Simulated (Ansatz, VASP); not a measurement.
# Hf: VASP beside Ansatz

```
Hf
1.0
     1.63298    2.82841    0.00000
    -1.63298    2.82841    0.00000
     0.00000    0.00000    5.12765
Hf
2
Direct
  0.33333 0.33334 0.25000
  0.66666 0.66667 0.75000
```

Alike in both runs: task single point; functional r2SCAN; k mesh 9 × 9 × 5; occupations tetrahedron; no spin polarisation.

|  | VASP | Ansatz |
| --- | --- | --- |
| version | VASP 6.6.1 | Ansatz 0.2.0 |
| potentials or method | VASP PAW PBE potentials, release 64 (Hf_pv), cutoff 550 eV | PAW plane waves |
| valence electrons in the cell | 20 | 52 |

VASP gave:

```
pressure (GPa)                                                : -6.4
traceless stress, the component that is largest in VASP (GPa) : 0.42
```

**Question.** What did Ansatz give for the same quantities?

**Answer.** Pressure (GPa): -5.8; traceless stress, the component that is largest in VASP (GPa): 0.51.

VASP's potentials were made for PBE, not for r2SCAN. With one functional, cell and mesh, what is left measures potentials, basis and numerics. VASP's potentials hold 20 valence electrons a cell and Ansatz's 52, so a difference there can come from the potentials and not from the codes. Ansatz's warnings: band table not solved further, product built on unsolved table, structure snapped to symmetry, tetrahedron derivatives may miss energy slope.

Neither program's run includes spin-orbit coupling.
